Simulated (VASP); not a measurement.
The system is Ga3B2As.

```
Ga B As
1.0
     3.21897    0.00000    0.00000
     0.00000    3.21897    0.00000
     0.00000    0.00000    8.61801
Ga B As
3 2 1
Direct
  0.50000 0.50000 0.19984
  0.50000 0.50000 0.50000
  0.50000 0.50000 0.80016
  0.00000 0.00000 0.40571
  0.00000 0.00000 0.59429
  0.00000 0.00000 0.00000
```

The cell was generated, and may not be a known phase.

* Program: VASP 6.6.1
* Task: relaxation of cell and atoms
* Functional: PBE
* Potentials or basis: VASP PAW PBE potentials, release 64 (Ga_d, B, As)
* Cutoff: 600 eV
* k mesh: 12 × 12 × 6
* Occupations: gaussian, width 0.1 eV
* Spin: no spin polarisation

At the start: pressure 0.0 GPa; volume 14.88 Å³/atom.

Question: Where does the relaxation end?

Answer: Over 15 steps the energy falls by 2.6 meV/atom; space group P4/mmm (No. 123, to 0.1 Å) before and after.

The path:
| step | energy change (eV) | largest force (eV/Å) | pressure (GPa) | volume (Å³) |
| --- | --- | --- | --- | --- |
| 1 | 0.0000 | 0.1258 | 0.01 | 89.30 |
| 2 | -0.0015 | 0.0922 | -0.26 | 89.32 |
| 3 | -0.0015 | 0.0913 | -0.27 | 89.32 |
| 4 | -0.0030 | 0.0654 | -0.07 | 89.02 |
| 5 | -0.0039 | 0.0410 | 0.34 | 88.51 |
| 6 | -0.0053 | 0.0428 | 0.24 | 88.65 |
| 7 | -0.0090 | 0.0510 | -0.09 | 89.09 |
| 8 | -0.0125 | 0.0764 | -0.60 | 89.93 |
| 9 | -0.0133 | 0.0733 | -0.52 | 89.90 |
| 10 | -0.0144 | 0.0845 | -0.29 | 89.78 |
| 11 | -0.0144 | 0.0828 | -0.31 | 89.80 |
| 12 | -0.0149 | 0.0690 | -0.24 | 89.70 |
| 13 | -0.0157 | 0.0288 | -0.02 | 89.41 |
| 14 | -0.0158 | 0.0113 | 0.07 | 89.29 |
| 15 | -0.0159 | 0.0092 | 0.04 | 89.33 |

Final structure:
```
Ga B As
1.0
     3.16019    0.00000    0.00000
     0.00000    3.16019    0.00000
     0.00000    0.00000    8.94526
Ga B As
3 2 1
Direct
  0.50000 0.50000 0.21282
  0.50000 0.50000 0.50000
  0.50000 0.50000 0.78718
  0.00000 0.00000 0.40767
  0.00000 0.00000 0.59233
  0.00000 0.00000 0.00000
```
